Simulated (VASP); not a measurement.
# Sm (I4/mmm) in VASP: single point with PBE

Aim: the single point of Sm with PBE.

All numbers are computed with VASP 6.6.1; they aren't measurements. Logs are shortened: lines on timing, memory, paths and dates and some standing lists are left out, and cuts for length are marked.

## Step 1: The cell of the first run

It takes space group I4/mmm (No. 139, tetragonal). Conventional cell: a = 3.635 Å, b = 3.635 Å, c = 5.122 Å, α = 90.00°, β = 90.00°, γ = 90.00°. Within 4.8 Å of Sm (site symmetry 4/mmm) lie 12 Sm at 3.63 Å.

## Step 2: Single point, PBE, collinear spin, ferromagnetic start

The input, INCAR:

```
ALGO = Normal ; EDIFF = 1E-7
ENCUT = 520 ; GGA = PE
ISIF = 2 ; ISMEAR = -1
ISPIN = 2 ; LASPH = True
LCHARG = True ; LELF = True
LMAXMIX = 6 ; LORBIT = 11
LREAL = False ; LVHAR = True
LWAVE = False ; MAGMOM = 6.5
NBANDS = 18 ; NELM = 150
PREC = Accurate ; SIGMA = 0.05
```

The input, KPOINTS:

```
k-points
0
Gamma
  10 10 10
```

The input, POSCAR:

```
Sm
1.0
   -1.8173030691      1.8173030691      2.5609871902
    1.8173030691     -1.8173030691      2.5609871902
    1.8173030691      1.8173030691     -2.5609871902
Sm
1
Direct
    0.0000000000      0.0000000000      0.0000000000
```

Potentials or basis: VASP PAW PBE potentials, release 64 (Sm).

The run is started by

```console
$ cat potpaw_PBE.64/Sm/POTCAR > POTCAR
$ mpirun -np 1 vasp_std > vasp.out
```

OUTCAR:

```text
EDIFF = 1E-7
   ENCUT = 520
   GGA = PE
   ISIF = 2
   ISMEAR = -1
   ISPIN = 2
   LASPH = True
   LORBIT = 11
   LREAL = False
   NELM = 150
   PREC = Accurate

 ion  position               nearest neighbor table
   1  0.000  0.000  0.000-

  LATTYP: Found a body centered tetragonal cell.
 ALAT       =     3.6346061382
 C/A-ratio  =     1.4092240495

  Lattice vectors:

 A1 = (  -1.8173030691,   1.8173030691,   2.5609871902)
 A2 = (   1.8173030691,  -1.8173030691,   2.5609871902)
 A3 = (   1.8173030691,   1.8173030691,  -2.5609871902)

Analysis of symmetry for initial positions (statically):
=====================================================================
 Subroutine PRICEL returns:
 Original cell was already a primitive cell.

 Routine SETGRP: Setting up the symmetry group for a
 body centered tetragonal supercell.

 Subroutine GETGRP returns: Found 16 space group operations
 (whereof 16 operations were pure point group operations)
 out of a pool of 16 trial point group operations.

The static configuration has the point symmetry D_4h.

Analysis of symmetry for dynamics (positions and initial velocities):
=====================================================================
 Subroutine PRICEL returns:
 Original cell was already a primitive cell.

 Routine SETGRP: Setting up the symmetry group for a
 body centered tetragonal supercell.

 Subroutine GETGRP returns: Found 16 space group operations
 (whereof 16 operations were pure point group operations)
 out of a pool of 16 trial point group operations.

The dynamic configuration has the point symmetry D_4h.

Analysis of structural, dynamic, and magnetic symmetry:
=====================================================================
 Subroutine PRICEL returns:
 Original cell was already a primitive cell.

 Routine SETGRP: Setting up the symmetry group for a
 body centered tetragonal supercell.

 Subroutine GETGRP returns: Found 16 space group operations
 (whereof 16 operations were pure point group operations)
 out of a pool of 16 trial point group operations.

The overall configuration has the point symmetry D_4h.

 Subroutine INISYM returns: Found 16 space group operations
 (whereof 16 operations are pure point group operations),
 and found     1 'primitive' translations

----------------------------------------------------------------------------------------

                                     Primitive cell

  volume of cell :      33.8316

  direct lattice vectors                    reciprocal lattice vectors
    -1.817303069  1.817303069  2.560987190     0.000000000  0.275132975  0.195237212
     1.817303069 -1.817303069  2.560987190     0.275132975  0.000000000  0.195237212
     1.817303069  1.817303069 -2.560987190     0.275132975  0.275132975  0.000000000

  length of vectors
     3.628200143  3.628200143  3.628200143     0.337365859  0.337365859  0.389096785

  position of ions in fractional coordinates (direct lattice)
     0.000000000  0.000000000  0.000000000

  ion indices of the primitive-cell ions
   primitive index   ion index
                 1           1

----------------------------------------------------------------------------------------

 KPOINTS: k-points

Automatic generation of k-mesh.
 Grid dimensions read from file:
 generate k-points for:   10   10   10

 Generating k-lattice:

  Cartesian coordinates                     Fractional coordinates (reciprocal lattice)
     0.000000000  0.027513298  0.019523721     0.100000000  0.000000000 -0.000000000
     0.027513298  0.000000000  0.019523721     0.000000000  0.100000000 -0.000000000
     0.027513298  0.027513298  0.000000000     0.000000000  0.000000000  0.100000000

  Length of vectors
     0.033736586  0.033736586  0.038909678

  Shift w.r.t. Gamma in fractional coordinates (k-lattice)
     0.000000000  0.000000000  0.000000000

 Subroutine IBZKPT returns following result:
 ===========================================

 Found    102 irreducible k-points:

 Following reciprocal coordinates:
            Coordinates               Weight
  0.000000  0.000000  0.000000      1.000000
  0.100000  0.000000 -0.000000      8.000000
  0.200000  0.000000 -0.000000      8.000000
  0.300000 -0.000000  0.000000      8.000000
  0.400000  0.000000  0.000000      8.000000
  0.500000  0.000000 -0.000000      4.000000
[... 16 lines left out ...]
  0.300000  0.300000  0.000000      8.000000
  0.400000  0.300000 -0.000000     16.000000
 [... further k-points ...]
   k-points           NKPTS =    102   k-points in BZ     NKDIM =    102   number of bands    NBANDS=     18
   number of dos      NEDOS =    301   number of ions     NIONS =      1
   total plane-waves  NPLWV =  21952
   dimension x,y,z NGX =    28 NGY =   28 NGZ =   28
   dimension x,y,z NGXF=    56 NGYF=   56 NGZF=   56
   ions per type =               1
   NGX,Y,Z   is equivalent  to a cutoff of  12.83, 12.83, 12.83 a.u.
   NGXF,Y,Z  is equivalent  to a cutoff of  25.66, 25.66, 25.66 a.u.
 SYSTEM =  unknown system
   PREC   = accura    normal or accurate (medium, high low for compatibility)
   ISTART =      0    job   : 0-new  1-cont  2-samecut
   ICHARG =      2    charge: 1-file 2-atom 10-const
   ISPIN  =      2    spin polarized calculation?
   LNONCOLLINEAR =      F non collinear calculations
   LSORBIT =      F    spin-orbit coupling
   LASPH  =      T    aspherical Exc in radial PAW
   ENCUT  =  520.0 eV  38.22 Ry    6.18 a.u.   6.75  6.75  6.75*2*pi/ulx,y,z
   NELM   =    150;   NELMIN=  2; NELMDL= -5     # of ELM steps
   EDIFF  = 0.1E-06   stopping-criterion for ELM
   LREAL  =      F    real-space projection
   EDIFFG = 0.1E-05   stopping-criterion for IOM
   NSW    =      0    number of steps for IOM
   IBRION =     -1    ionic relax: 0-MD 1-quasi-New 2-CG
   NFREE  =      0    steps in history (QN), initial steepest desc. (CG)
   ISIF   =      2    stress and relaxation
   ISYM   =      2    0-nonsym 1-usesym 2-fastsym
   POTIM  = 0.5000    time-step for ionic-motion
   TEBEG  =    0.0;   TEEND  =   0.0 temperature during run
   PSTRESS=    0.0 pullay stress
   NELECT =      16.0000    total number of electrons
   NUPDOWN=      -1.0000    fix difference up-down
   EMIN   =  10.00;   EMAX   =-10.00  energy-range for DOS
   EFERMI =   0.00;   METHOD = LEGACY
   ISMEAR =    -1;   SIGMA  =   0.05  broadening in eV -4-tet -1-fermi 0-gaus
   EFERMI_NEDOS =   21; number of points for ismear=-14 and -15
   IALGO  =     38    algorithm
   IMIX   =      4    mixing-type and parameters
     AMIX     =   0.40;   BMIX     =  1.00
     AMIX_MAG =   1.60;   BMIX_MAG =  1.00
  volume/ion in A,a.u.               =      33.83       228.31
  Fermi-wavevector in a.u.,A,eV,Ry     =   1.275481  2.410310 22.134675  1.626853
  Thomas-Fermi vector in A             =   2.408191
   LORBIT       =     11    0 simple, 1 ext, 2 COOP (PROOUT), +10 PAW based schemes
   GGA     = PE    functional components
   LHFCALC =     F    Hartree Fock is set to
   AEXX    =    0.0000 exact exchange contribution
   IVDW    =     0    specifies the selected vdW correction
   LEPSILON=     F    determine dielectric tensor
   LRPA    =     F    only Hartree local field effects (RPA)
 spin polarized calculation
  energy-cutoff  :      520.00
  volume of cell :       33.83
 maximum number of plane-waves:       934
   NGX = 13   NGY = 13   NGZ = 13

 number of electron      16.0000000 magnetization       6.5562097

 Free energy of the ion-electron system (eV)
  ---------------------------------------------------
  ext. energy  EPLUGINS =         0.00000000
  ---------------------------------------------------
  free energy    TOTEN  =        -9.32046291 eV

  energy without entropy =       -9.25406418  energy(sigma->0) =       -9.28726355

 E-fermi :   3.0715     XC(G=0):  -9.7764

 val. band max:        3.0691998281   @ k =  -0.2000   0.5000   0.1000
 cond. band min:       3.0716704110   @ k =  -0.2000   0.5000   0.1000
 fundamental gap:      0.0024705829
 Fermi energy:         3.0715241262

 spin component 1

 k-point     1 :       0.0000    0.0000    0.0000
  band No.  band energies     occupation
      1     -36.9439      1.00000
      2     -16.0828      1.00000
      3     -16.0828      1.00000
      4     -16.0815      1.00000
      5      -1.4590      1.00000
      6       2.7435      0.99859
[... 10 lines left out ...]
     17       7.4019      0.00000
     18      12.1737      0.00000

 k-point     2 :       0.1000    0.0000   -0.0000
  band No.  band energies     occupation
      1     -36.9343      1.00000
      2     -16.1858      1.00000
      3     -16.0953      1.00000
      4     -16.0941      1.00000
      5      -1.1728      1.00000
      6       2.7217      0.99909
[... 10 lines left out ...]
     17       7.2582      0.00000
     18      12.7351      0.00000

 k-point     3 :       0.2000    0.0000   -0.0000
  band No.  band energies     occupation
      1     -36.9090      1.00000
      2     -16.4464      1.00000
      3     -16.1281      1.00000
      4     -16.1257      1.00000
      5      -0.4269      1.00000
      6       2.6849      0.99956
[... 10 lines left out ...]
     17       7.1874      0.00000
     18      12.8046      0.00000

 k-point     4 :       0.3000   -0.0000    0.0000
  band No.  band energies     occupation
      1     -36.8775      1.00000
      2     -16.7506      1.00000
      3     -16.1681      1.00000
      4     -16.1642      1.00000
      5       0.4094      1.00000
      6       2.6414      0.99982
[... 375 lines left out ...]
      4     -16.2044      1.00000
      5      -0.0826      1.00000
      6       2.5786      0.99995
[... 10 lines left out ...]
     17       7.9744      0.00000
     18      14.8846      0.00000

 k-point    23 :       0.3000    0.3000    0.0000
  band No.  band energies     occupation
      1     -36.8246      1.00000
      2     -16.8027      1.00000
      3     -16.6486      1.00000
      4     -16.2681      1.00000
      5       2.1841      1.00000
      6       2.5136      0.99999
[... 10 lines left out ...]
     17       9.8231      0.00000
     18      13.1522      0.00000

 k-point    24 :       0.4000    0.3000   -0.0000
  band No.  band energies     occupation
      1     -36.8163      1.00000
      2     -16.8484      1.00000
      3     -16.6399      1.00000
      4     -16.3235      1.00000
      5       1.9344      1.00000
      6       2.5354      0.99998
[... 10 lines left out ...]
     17       9.6281      0.00000
     18      12.1495      0.00000

 [... further k-points ...]

 spin component 2

 k-point     1 :       0.0000    0.0000    0.0000
  band No.  band energies     occupation
      1     -34.2517      1.00000
      2     -13.9840      1.00000
      3     -13.9840      1.00000
      4     -13.9829      1.00000
      5      -0.1839      1.00000
      6       6.0183      0.00000
[... 10 lines left out ...]
     17       8.6572      0.00000
     18      14.1393      0.00000

 k-point     2 :       0.1000    0.0000   -0.0000
  band No.  band energies     occupation
      1     -34.2403      1.00000
      2     -14.1025      1.00000
      3     -13.9980      1.00000
      4     -13.9969      1.00000
      5       0.1134      1.00000
      6       5.5352      0.00000
[... 10 lines left out ...]
     17       8.5612      0.00000
     18      14.6328      0.00000

 k-point     3 :       0.2000    0.0000   -0.0000
  band No.  band energies     occupation
      1     -34.2104      1.00000
      2     -14.4000      1.00000
      3     -14.0346      1.00000
      4     -14.0321      1.00000
      5       0.8829      1.00000
      6       5.0312      0.00000
[... 10 lines left out ...]
     17       8.6117      0.00000
     18      14.1631      0.00000

 k-point     4 :       0.3000   -0.0000    0.0000
  band No.  band energies     occupation
      1     -34.1731      1.00000
      2     -14.7444      1.00000
      3     -14.0791      1.00000
      4     -14.0750      1.00000
      5       1.7380      1.00000
      6       4.8985      0.00000
[... 375 lines left out ...]
      4     -14.1220      1.00000
      5       1.2173      1.00000
      6       4.5478      0.00000
[... 10 lines left out ...]
     17       9.3080      0.00000
     18      16.0569      0.00000

 k-point    23 :       0.3000    0.3000    0.0000
  band No.  band energies     occupation
      1     -34.1103      1.00000
      2     -14.8018      1.00000
      3     -14.6233      1.00000
      4     -14.1921      1.00000
      5       3.7060      0.00000
      6       3.9923      0.00000
[... 10 lines left out ...]
     17      11.3395      0.00000
     18      14.5910      0.00000

 k-point    24 :       0.4000    0.3000   -0.0000
  band No.  band energies     occupation
      1     -34.1004      1.00000
      2     -14.8500      1.00000
      3     -14.6152      1.00000
      4     -14.2552      1.00000
      5       3.1654      0.13273
      6       4.0535      0.00000
[... 10 lines left out ...]
     17      11.2150      0.00000
     18      13.6209      0.00000

 [... further k-points ...]
[... 5 lines left out ...]
  --------------------------------------------------------------------------------------
  -------------------------------------------------------------------------------------
  Total        0.5901818      0.5901818      0.6010242      0.0000000     -0.0000000     -0.0000000
  in kB       27.9495134     27.9495134     28.4629825      0.0000000     -0.0000000     -0.0000000
  external PRESSURE =      28.1206697 kB  Pullay stress =       0.0000000 kB

 VOLUME and BASIS-vectors are now :
 -----------------------------------------------------------------------------
  energy-cutoff  :      520.00
  volume of cell :       33.83
      direct lattice vectors                 reciprocal lattice vectors
    -1.817303069  1.817303069  2.560987190     0.000000000  0.275132975  0.195237212
     1.817303069 -1.817303069  2.560987190     0.275132975  0.000000000  0.195237212
     1.817303069  1.817303069 -2.560987190     0.275132975  0.275132975  0.000000000

 POSITION                                       TOTAL-FORCE (eV/Angst)
 -----------------------------------------------------------------------------------
      0.00000      0.00000      0.00000         0.000000      0.000000      0.000000
 -----------------------------------------------------------------------------------
    total drift:                                0.000000      0.000000      0.000000

  FREE ENERGIE OF THE ION-ELECTRON SYSTEM (eV)
  ---------------------------------------------------
  free  energy   TOTEN  =        -9.3204629091 eV

  energy  without entropy=       -9.2540641813  energy(sigma->0) =       -9.28726355

 total charge

# of ion       s       p       d       f       tot
--------------------------------------------------
    1        2.082   5.611   0.465   5.507  13.664

 magnetization (x)

# of ion       s       p       d       f       tot
--------------------------------------------------
    1       -0.002  -0.057   0.263   5.501   5.705
```

Run time: 8.1 min. Hardware: 1 thread of AMD EPYC 7R13, shared host; peak memory 0.23 GiB.

Results:

```yaml
Free_energy: -9.3205 eV
Pressure: 2.8 GPa
Net_moment: 6.56 μB per cell
Site_moments: Sm +5.71 μB
Valence_electrons_inside_the_program's_atomic_spheres: Sm 13.66
```

Levels at points of the mesh, in eV from the Fermi level:
Spin up:
| k point | band 9 | band 10 | band 11 | band 12 | band 13 | band 14 | band 15 | band 16 |
| --- | --- | --- | --- | --- | --- | --- | --- | --- |
| (0.00, 0.00, 0.00) | -0.24 | -0.23 | -0.23 | -0.22 | 1.80 | 1.80 | 1.83 | 4.28 |
| (0.50, 0.00, 0.00) | -0.23 | -0.03 | -0.03 | -0.03 | 1.60 | 1.61 | 1.63 | 6.15 |
| (0.50, 0.50, 0.00) | -0.46 | -0.17 | -0.05 | -0.05 | 0.10 | 3.15 | 6.23 | 6.70 |
| (0.50, 0.50, 0.50) | -0.46 | -0.18 | -0.05 | -0.05 | 0.10 | 3.19 | 6.22 | 6.72 |
Spin down:
| k point | band 3 | band 4 | band 5 | band 6 | band 7 | band 8 |
| --- | --- | --- | --- | --- | --- | --- |
| (0.00, 0.00, 0.00) | -17.06 | -17.05 | -3.26 | 2.95 | 3.07 | 3.07 |
| (0.50, 0.00, 0.00) | -17.20 | -17.19 | -0.79 | 2.48 | 2.77 | 2.81 |
| (0.50, 0.50, 0.00) | -17.45 | -17.44 | -1.04 | 0.09 | 3.43 | 3.64 |
| (0.50, 0.50, 0.50) | -17.45 | -17.45 | -1.04 | 0.08 | 3.44 | 3.64 |

Caveat: the magnetic or orbital state may not be the lowest; spin-orbit coupling is left out, which moves the levels of the heavy elements. The state reached can hang on the start; a lower one may exist.
